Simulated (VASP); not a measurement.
A run of VASP 6.6.1:

File INCAR:

```
PREC = Accurate
ENCUT = 600
EDIFF = 1E-6
ISMEAR = 0
SIGMA = 0.02
LREAL = False
LASPH = True
NELM = 100
ALGO = Normal
ISIF = 3
LWAVE = False
LCHARG = False
IBRION = 2
NSW = 60
EDIFFG = -0.03
```

Contents of KPOINTS:

```
regular mesh
0
Gamma
  7 7 7
```

File POSCAR:

```
GaAs
1.0
    0.0000000000      2.6279016420      2.6279016420
    2.6279016420      0.0000000000      2.6279016420
    2.6279016420      2.6279016420      0.0000000000
Ga As
1 1
Direct
    0.0000000000      0.0000000000      0.0000000000
    0.5000000000      0.5000000000      0.5000000000
```

Potentials or basis: VASP PAW LDA potentials, release 64 (Ga_d, As).

Run with:

```sh
$ cat potpaw_LDA.64/Ga_d/POTCAR potpaw_LDA.64/As/POTCAR > POTCAR
$ mpirun -np 1 vasp_std > vasp.out
```

Hardware: 1 thread of Intel(R) Xeon(R) Platinum 8124M CPU @ 3.00GHz (Skylake/Cascade Lake) (shared host).

Task: Estimate the wall time of this run.

Result: It took 17 s on 1 thread of Intel(R) Xeon(R) Platinum 8124M CPU @ 3.00GHz (Skylake/Cascade Lake) (shared host), peak memory 0.16 GiB. Counts: scf iterations 22, k points 20, ion steps 3.
